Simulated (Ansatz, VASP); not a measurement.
## One calculation of NbSb, two programs

The input POSCAR:

```
NbSb
1.0
    0.0000000000      3.1134155386      3.1134155386
    3.1134155386      0.0000000000      3.1134155386
    3.1134155386      3.1134155386      0.0000000000
Nb Sb
1 1
Direct
    0.0000000000      0.0000000000      0.0000000000
    0.2500000000      0.2500000000      0.2500000000
```

File INCAR.step1:

```
SYSTEM = NbSb
ALGO = Normal
EDIFF = 1E-4
ENCUT = 520
GGA = PE
ISMEAR = 0
LASPH = .True.
LCHARG = .False.
LREAL = .False.
LWAVE = .True.
NBANDS = 16
NELM = 100
PREC = Accurate
SIGMA = 0.05
```

INCAR.step2

```
SYSTEM = NbSb
ALGO = Normal
EDIFF = 1E-6
ENCUT = 520
ISIF = 2
ISMEAR = 0
ISTART = 1
LASPH = .True.
LCHARG = .False.
LMIXTAU = .True.
LREAL = .False.
LWAVE = .False.
METAGGA = R2SCAN
NBANDS = 16
NELM = 100
PREC = Accurate
SIGMA = 0.05
```

The input KPOINTS:

```
k-points
0
Gamma
  10 10 10
  0 0 0
```

Input for Ansatz:

```yaml
crystal:
  lattice:
    - [0.0, 3.1134155386, 3.1134155386]
    - [3.1134155386, 0.0, 3.1134155386]
    - [3.1134155386, 3.1134155386, 0.0]
  atoms:
    - { symbol: Nb, position: [0.0, 0.0, 0.0] }
    - { symbol: Sb, position: [0.25, 0.25, 0.25] }
basis:
  ecutwfc: 500
  ecutrho_ratio: 4
kpoints:
  mp_grid: { grid: [10, 10, 10] }
hamiltonian:
  xc: r2scan
scf:
  occupations: { method: gaussian, width: 0.05 }
output:
  forces: true
  stress: true
  eigenvalues: true
```

Alike in both runs: task single point; functional r2SCAN; k mesh 10 × 10 × 10; occupations gaussian, width 0.05 eV; no spin polarisation.

|  | VASP | Ansatz |
| --- | --- | --- |
| version | VASP 6.6.1 | Ansatz 0.2.0 |
| potentials or method | VASP PAW PBE potentials, release 64 (Nb_sv, Sb), cutoff 520 eV | scalar-relativistic, plane waves, PAW |
| valence electrons in the cell | 18 | 28 |

```tsv
	VASP	Ansatz	Ansatz less VASP
gap on the k mesh at the Fermi level (eV)	none	none	-
pressure (GPa)	1.5	1.5	+0.03
```

VASP's potentials were made for PBE, not for r2SCAN. A gap of «none» marks a metal or a gap that the smearing closes. The functional is the same, so the differences come from potentials, cutoffs and numerics. VASP's potentials hold 18 valence electrons a cell and Ansatz's 28, so a difference there can come from the potentials and not from the codes.

Neither program's run includes spin-orbit coupling.
